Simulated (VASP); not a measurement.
The system is Hg.

```xyz
3
Lattice="5.0708 0.0000 0.0000 -2.5354 4.3914 0.0000 0.0000 0.0000 3.1084" Properties=species:S:1:pos:R:3 pbc="T T T"
Hg    0.0000    0.0000    0.0000
Hg    0.0000    2.9276    1.5542
Hg    2.5354    1.4638    1.5542
```

* Program: VASP 6.6.1
* Task: relaxation of cell and atoms
* Functional: BLYP
* Potentials or basis: VASP PAW PBE potentials, release 64 (Hg)
* Cutoff: 600 eV
* k mesh: 7 × 7 × 10
* Occupations: fermi-dirac, width 0.1 eV
* Spin: no spin polarisation

At the start: pressure 14.4 GPa; volume 23.07 Å³/atom.

Task: Where does the relaxation end?

Result: Over 12 steps the energy falls by 465.9 meV/atom and the volume is 49.46 Å³/atom (+114.4 %); space group P6/mmm (No. 191, to 0.1 Å) before and after.

Step by step:
| step | energy change (eV) | largest force (eV/Å) | pressure (GPa) | volume (Å³) |
| --- | --- | --- | --- | --- |
| 1 | 0.0000 | 0.0000 | 14.42 | 69.22 |
| 2 | -1.0211 | 0.0000 | 3.07 | 92.17 |
| 3 | -1.1768 | 0.0000 | 1.89 | 102.45 |
| 4 | -1.3511 | 0.0000 | 0.67 | 125.25 |
| 5 | -1.3625 | 0.0000 | -0.26 | 180.49 |
| 6 | -1.3917 | 0.0000 | -0.15 | 159.28 |
| 7 | -1.3936 | 0.0000 | 0.14 | 142.80 |
| 8 | -1.3964 | 0.0000 | -0.01 | 149.91 |
| 9 | -1.3962 | 0.0000 | 0.03 | 147.88 |
| 10 | -1.3965 | 0.0000 | 0.03 | 147.93 |
| 11 | -1.3970 | 0.0000 | 0.02 | 148.09 |
| 12 | -1.3976 | 0.0000 | 0.02 | 148.39 |

Final structure:
```
CELL_PARAMETERS angstrom
6.55974 0.00000 0.00000
-3.27987 5.68090 0.00000
0.00000 0.00000 3.98200
ATOMIC_POSITIONS crystal
Hg 0.00000 0.00000 0.00000
Hg 0.33333 0.66667 0.50000
Hg 0.66667 0.33333 0.50000
```

Caveat: the volume moved by over 15 % at a fixed basis, so the end points are rough; the PAW data sets were made with another functional, which shifts forces and pressure a little.
